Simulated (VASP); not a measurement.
Write the native input for VASP 6.6.1 that does the following.

| Quantity | Value |
| --- | --- |
| Task | single point |
| Functional | PBE0 |
| Potentials or basis | VASP PAW PBE potentials, release 64 (Nb_sv) |
| Cutoff | 400 eV |
| k mesh | 6 × 6 × 6 |
| Occupations | fermi-dirac, width 0.05 eV |
| Spin | no spin polarisation |
| Dipole correction | no |
| Grid for exact exchange (PRECFOCK) | Normal |
| Further INCAR settings | ALGO = Normal; EDIFF = 1e-06; NBANDS = 12 |
| Share of exact exchange | 0.25 |

Nb:

```xyz
1
Lattice="-1.6966 1.6966 1.6966 1.6966 -1.6966 1.6966 1.6966 1.6966 -1.6966" Properties=species:S:1:pos:R:3 pbc="T T T"
Nb    0.0000    0.0000    0.0000
```

These files were run (other wordings do the same):

POSCAR

```
Nb
1.0
   -1.6965847559      1.6965847559      1.6965847559
    1.6965847559     -1.6965847559      1.6965847559
    1.6965847559      1.6965847559     -1.6965847559
Nb
1
Direct
    0.0000000000      0.0000000000      0.0000000000
```

INCAR.step1

```
ALGO = Normal ; EDIFF = 1E-5
ENCUT = 400 ; GGA = PE
GGA_COMPAT = False ; ISIF = 2
ISMEAR = -1 ; LASPH = True
LREAL = False ; LWAVE = True
NBANDS = 12 ; NELM = 120
PREC = Accurate ; SIGMA = 0.05
```

INCAR.step2

```
AEXX = 0.25 ; ALGO = Normal
EDIFF = 1E-6 ; ENCUT = 400
GGA = PE ; GGA_COMPAT = False
ISIF = 2 ; ISMEAR = -1
ISTART = 1 ; LASPH = True
LCHARG = True ; LELF = True
LHFCALC = True ; LREAL = False
LVHAR = True ; LWAVE = False
NBANDS = 12 ; NELM = 120
PREC = Accurate ; PRECFOCK = Normal
SIGMA = 0.05
```

KPOINTS

```
k-points
0
Gamma
  6 6 6
```

Potentials or basis: VASP PAW PBE potentials, release 64 (Nb_sv).

Run with:

```bash
$ cat potpaw_PBE.64/Nb_sv/POTCAR > POTCAR
$ cp INCAR.step1 INCAR
$ mpirun -np 1 vasp_std > vasp.out
$ cp INCAR.step2 INCAR
$ mpirun -np 1 vasp_std > vasp.out
```

Results of the run:

| Item | Value |
| --- | --- |
| Pressure | -18.2 GPa |
| Band gap on the k mesh | zero (an odd number of electrons rules out a gap without spin polarisation) |

Caveat: the k points lie up to 0.44 Å⁻¹ apart, too coarse for converged energies and pressures of a metal; the PAW data sets were made with another functional, which shifts forces and pressure a little.

Wall time 7.3 min on 1 thread of Intel Xeon 8259CL, on a shared host, peak memory 0.13 GiB.
